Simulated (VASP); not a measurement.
The system is Si2Ge2Ir.

```
Si Ge Ir
1.0
     3.52503    0.00000    0.00000
    -1.76251    3.05276    0.00000
     0.00000    0.00000    7.53442
Si Ge Ir
2 2 1
Direct
  0.00000 0.00000 0.19619
  0.00000 0.00000 0.80381
  0.66667 0.33333 0.27675
  0.66667 0.33333 0.72325
  0.33333 0.66667 0.00000
```

The cell was built from a structure type or drawn by symmetry, and may not be a known phase.

```yaml
Program: VASP 6.6.1
Task: relaxation of cell and atoms
Functional: PBE
Potentials_or_basis: VASP PAW PBE potentials, release 64 (Si, Ge_d, Ir)
Cutoff: 500 eV
k_mesh: 5 × 5 × 2
Occupations: gaussian, width 0.2 eV
Spin: no spin polarisation
```

At the start: pressure 40.8 GPa; volume 16.22 Å³/atom.

Where does the relaxation end?

Over 26 steps the energy falls by 805.4 meV/atom and the volume is 18.80 Å³/atom (+16.0 %); space group P-6m2 (No. 187, to 0.1 Å) before and after.

Step by step:
```
step  energy change (eV)  largest force (eV/Å)  pressure (GPa)  volume (Å³)
   1              0.0000                3.4824           40.76        81.08
   2             -0.4844                1.3705          -15.77       138.15
   3             -3.0383                1.8247           -5.03       104.27
   4             -3.0531                1.8571           -3.84       102.89
   5             -3.0549                1.8786           -2.99       102.03
   6             -3.4257                1.1372           -0.87        98.66
   7             -3.5407                0.6827            3.45        94.77
   8             -3.5518                0.6549            1.80        96.00
   9             -3.5551                0.6665            2.26        95.62
  10             -3.5911                0.3031           -1.41        98.71
  11             -3.5945                0.3891           -0.67        98.00
  12             -3.6263                0.3506           -0.80        97.71
  13             -3.7160                0.2665           -1.12        96.82
  14             -3.8172                0.6792           -1.15        94.89
  15             -3.8167                0.3373           -1.21        95.34
  16             -3.8488                0.3756           -0.74        94.71
  17             -3.9216                0.5501            0.76        92.76
  18             -3.8615                1.1045            4.61        88.58
  19             -3.9342                0.6985            1.79        91.55
  20             -3.9823                0.4655            0.74        92.15
  21             -3.9970                0.3787           -0.30        92.78
  22             -3.9974                0.3589           -0.16        92.70
  23             -4.0073                0.2771            0.26        92.59
  24             -4.0183                0.0312            1.47        92.29
  25             -4.0247                0.0290            0.72        93.14
  26             -4.0268                0.0306           -0.03        94.01
```

Final structure:
```yaml
crystal:
  lattice:
    - [3.62332, 0.00000, 0.00000]
    - [-1.81166, 3.13789, 0.00000]
    - [0.00000, 0.00000, 8.26868]
  atoms:
    - { symbol: Si, position: [0.00000, 0.00000, 0.15897] }
    - { symbol: Si, position: [0.00000, 0.00000, 0.84103] }
    - { symbol: Ge, position: [0.66667, 0.33333, 0.33797] }
    - { symbol: Ge, position: [0.66667, 0.33333, 0.66203] }
    - { symbol: Ir, position: [0.33333, 0.66667, 0.00000] }
```

Caveat: the k points lie up to 0.40 Å⁻¹ apart in the final cell, too coarse for converged energies and pressures of a metal; the volume moved by over 15 % at a fixed basis, so the end points are rough.
